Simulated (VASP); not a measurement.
## Sn: single point with PBEsol

Crystal: Sn.

```
Sn
1.0
     0.00000    3.22334    3.22334
     3.22334    0.00000    3.22334
     3.22334    3.22334    0.00000
Sn
2
Direct
  0.50000 0.50000 0.50000
  0.75000 0.75000 0.75000
```

This isn't the form of Sn at room conditions, which is tetragonal (white tin).

```yaml
Program: VASP 6.6.1
Task: single point
Functional: PBEsol
Potentials_or_basis: VASP PAW PBE potentials, release 64 (Sn_d)
Cutoff: 520 eV
k_mesh: 14 × 14 × 14
Occupations: fermi-dirac, width 0.08 eV
Spin: no spin polarisation
```

```json
{
  "Pressure": "1.9 GPa",
  "Band gap on the k mesh": "zero (bands 14 and 15 overlap by 0.11 eV)"
}
```

Levels at points of the mesh, in eV from the Fermi level:
| k point | band 10 | band 11 | band 12 | band 13 | band 14 | band 15 | band 16 | band 17 | band 18 | band 19 |
| --- | --- | --- | --- | --- | --- | --- | --- | --- | --- | --- |
| (0.00, 0.00, 0.00) | -21.28 | -10.81 | -0.60 | 0.04 | 0.04 | 0.04 | 2.11 | 2.11 | 2.11 | 4.83 |
| (0.50, 0.00, 0.00) | -21.23 | -9.14 | -6.44 | -1.20 | -1.20 | -0.07 | 3.18 | 3.18 | 5.46 | 8.45 |
| (0.50, 0.50, 0.00) | -21.21 | -7.65 | -7.65 | -2.58 | -2.58 | 0.69 | 0.69 | 7.79 | 7.79 | 9.34 |

It took 48 s on 1 thread of Intel(R) Xeon(R) 6975P-C (Granite Rapids), with other jobs on the host, peak memory 0.27 GiB.

Caveat: the PAW data sets were made with another functional, which shifts forces and pressure a little; spin-orbit coupling is left out, which moves the levels of the heavy elements.
